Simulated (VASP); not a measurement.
AlP: single point with PBE

AlP:

```
Al P
1.0
     0.00000    2.65708    2.65708
     2.65708    0.00000    2.65708
     2.65708    2.65708    0.00000
Al P
1 1
Cartesian
  0.0000 0.0000 0.0000
  1.3285 1.3285 1.3285
```

This cell differs from its parent crystal: strain -3.0%.

- Program: VASP 6.6.1
- Task: single point
- Functional: PBE
- Potentials or basis: VASP PAW PBE potentials, release 64 (Al, P)
- Cutoff: 500 eV
- k mesh: 8 × 8 × 8
- Occupations: fermi-dirac, width 0.02 eV
- Spin: no spin polarisation

| Property | Result |
| --- | --- |
| Pressure | 10.9 GPa |
| Band gap on the k mesh | 1.41 eV, indirect (least direct gap 3.68 eV) |

Levels at points of the mesh, in eV from the valence-band top:
| k point | band 2 | band 3 | band 4 | band 5 | band 6 | band 7 |
| --- | --- | --- | --- | --- | --- | --- |
| (0.00, 0.00, 0.00) | 0.00 | 0.00 | 0.00 | 4.01 | 4.67 | 4.67 |
| (0.50, 0.00, 0.00) | -5.91 | -0.81 | -0.81 | 3.12 | 4.83 | 4.83 |
| (0.50, 0.50, 0.00) | -5.59 | -2.27 | -2.27 | 1.41 | 2.43 | 11.78 |

Run time: 19 s on 1 thread of Intel Xeon 8259CL, with other jobs on the host, peak memory 0.15 GiB.

Caveat: the cell differs from its parent crystal (strain -3.0%). A k mesh can miss the band edges.
